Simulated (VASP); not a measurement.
Lu: single point with PBE

Crystal: Lu.

```xyz
4
Lattice="3.2199 0.0000 0.0000 -1.6100 2.7886 0.0000 0.0000 0.0000 10.3650" Properties=species:S:1:pos:R:3 pbc="T T T"
Lu    0.0000    0.0000    0.0000
Lu    0.0000    0.0000    5.1825
Lu    0.0000    1.8590    2.5913
Lu    1.6100    0.9295    7.7738
```

```
Program                : VASP 6.6.1
Task                   : single point
Functional             : PBE
Potentials or basis    : VASP PAW PBE potentials, release 64 (Lu)
Cutoff                 : 520 eV
k mesh                 : 10 × 10 × 3
Occupations            : fermi-dirac, width 0.1 eV
Spin                   : no spin polarisation
Dipole correction      : no
Further INCAR settings : ALGO = Normal; EDIFF = 1e-07; NBANDS = 58
```

```json
{"Pressure": "14.2 GPa", "Band gap on the k mesh": "zero (bands 50 and 51 overlap by 1.56 eV)"}
```

Levels at points of the mesh, in eV from the Fermi level:
```
           k point  band 47  band 48  band 49  band 50  band 51  band 52  band 53  band 54
(0.00, 0.00, 0.00)    -4.52    -2.93     1.07     1.13     1.27     2.16     2.16     2.26
(0.50, 0.00, 0.00)    -2.02    -1.79    -0.77    -0.71    -0.43     0.71     0.98     2.04
```

Run time: 110 s on 1 thread of Intel(R) Xeon(R) 6975P-C (Granite Rapids) (shared host), peak memory 0.27 GiB.

Caveat: the cell stands under pressure; spin-orbit coupling is left out, which moves the levels of the heavy elements.
